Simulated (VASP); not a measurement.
Here is a VASP 6.6.1 calculation.

The input INCAR:

```
ALGO = Fast ; EDIFF = 1E-7
ENCUT = 520 ; GGA = PE
ISIF = 2 ; ISMEAR = 0
IVDW = 12 ; LASPH = T
LCHARG = T ; LELF = T
LREAL = F ; LVHAR = T
LWAVE = F ; NBANDS = 14
NELM = 80 ; PREC = Accurate
SIGMA = 0.15
```

The input KPOINTS:

```
k-points
0
Gamma
  16 16 16
```

File POSCAR:

```
Bi
1.0
   -1.7390287292      2.1799092520      1.9594689906
    1.7390287292     -2.1799092520      1.9594689906
    1.7390287292      2.1799092520     -1.9594689906
Bi
1
Direct
    0.0000000000      0.0000000000      0.0000000000
```

Potentials or basis: VASP PAW PBE potentials, release 64 (Bi_d).

Run with:

```sh
$ cat potpaw_PBE.64/Bi_d/POTCAR > POTCAR
$ mpirun -np 1 vasp_std > vasp.out
```

Question: Predict the dispersion energy per atom.

Answer: -0.531 eV.

Question: Estimate the band gap on the k mesh.

Answer: Zero (an odd number of electrons rules out a gap without spin polarisation).

Question: Estimate the pressure.

Answer: 1.3 GPa.

Stress tensor (GPa, compression positive):
```
1.66 0.00 0.00
0.00 0.44 0.00
0.00 0.00 1.84
```

Caveat: the cell differs from its parent crystal (strain +e along x and -e along y -0.1125, strain +e along z and -e/2 along x and y +0.0000); spin-orbit coupling is left out, which moves the levels of the heavy elements.
